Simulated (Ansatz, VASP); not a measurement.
**One calculation of SnTe, two programs**

Contents of POSCAR:

```
SnTe
1.0
    0.0000000000      3.5839840137      3.5839840137
    3.5839840137      0.0000000000      3.5839840137
    3.5839840137      3.5839840137      0.0000000000
Sn Te
1 1
Direct
    0.0000000000      0.0000000000      0.0000000000
    0.2500000000      0.2500000000      0.2500000000
```

The input INCAR.step1:

```
ALGO     = Normal         # electronic algorithm
EDIFF    = 1E-5           # SCF threshold, eV
ENCUT    = 520            # plane-wave cutoff, eV
GGA      = PE             # functional
ISIF     = 2              # what is computed and relaxed
ISMEAR   = -1             # smearing method
LASPH    = True           # aspherical terms in the spheres
LCHARG   = False          # write CHGCAR
LREAL    = False          # projectors in reciprocal space
LWAVE    = True           # write WAVECAR
NBANDS   = 17             # bands
NELM     = 80             # most SCF steps
PREC     = Accurate       # precision mode
SIGMA    = 0.02           # smearing width, eV
```

The input INCAR.step2:

```
ALGO     = Normal         # electronic algorithm
EDIFF    = 1E-7           # SCF threshold, eV
ENCUT    = 520            # plane-wave cutoff, eV
GGA      = PE             # functional
HFSCREEN = 0.2079         # screening, 1/A
ISIF     = 2              # what is computed and relaxed
ISMEAR   = -1             # smearing method
ISTART   = 1            
LASPH    = True           # aspherical terms in the spheres
LCHARG   = False          # write CHGCAR
LHFCALC  = True           # exact exchange
LREAL    = False          # projectors in reciprocal space
LWAVE    = False          # write WAVECAR
NBANDS   = 17             # bands
NELM     = 80             # most SCF steps
PREC     = Accurate       # precision mode
PRECFOCK = Normal       
SIGMA    = 0.02           # smearing width, eV
```

Contents of KPOINTS:

```
k-points
0
Gamma
  4 4 4
```

Input for Ansatz:

```yaml
crystal:
  lattice:
    - [0.0, 3.5839840137, 3.5839840137]
    - [3.5839840137, 0.0, 3.5839840137]
    - [3.5839840137, 3.5839840137, 0.0]
  atoms:
    - { symbol: Sn, position: [0.0, 0.0, 0.0] }
    - { symbol: Te, position: [0.25, 0.25, 0.25] }
kpoints:
  mp_grid: { grid: [4, 4, 4] }
hamiltonian:
  xc: hse06
scf:
  occupations: { method: fermi_dirac, width: 0.02 }
  n_extra_bands: 4
output:
  forces: true
  stress: true
  eigenvalues: true
```

Alike in both runs: task single point; functional HSE06; k mesh 4 × 4 × 4; occupations fermi-dirac, width 0.02 eV; no spin polarisation.

```csv
,VASP,Ansatz
version,VASP 6.6.1,Ansatz 0.2.0
potentials or method,"VASP PAW PBE potentials, release 64 (Sn_d, Te)","plane waves, PAW"
plane-wave cutoff (eV),520,420
valence electrons in the cell,20,30
```

|  | VASP | Ansatz | Ansatz less VASP |
| --- | --- | --- | --- |
| pressure (GPa) | -0.2 | 0.0 | +0.14 |

VASP's potentials hold 20 valence electrons a cell and Ansatz's 30, so a difference there can come from the potentials and not from the codes. Ansatz's warnings: stress exchange threshold loose, stress scf threshold loose.

Neither program's run includes spin-orbit coupling.
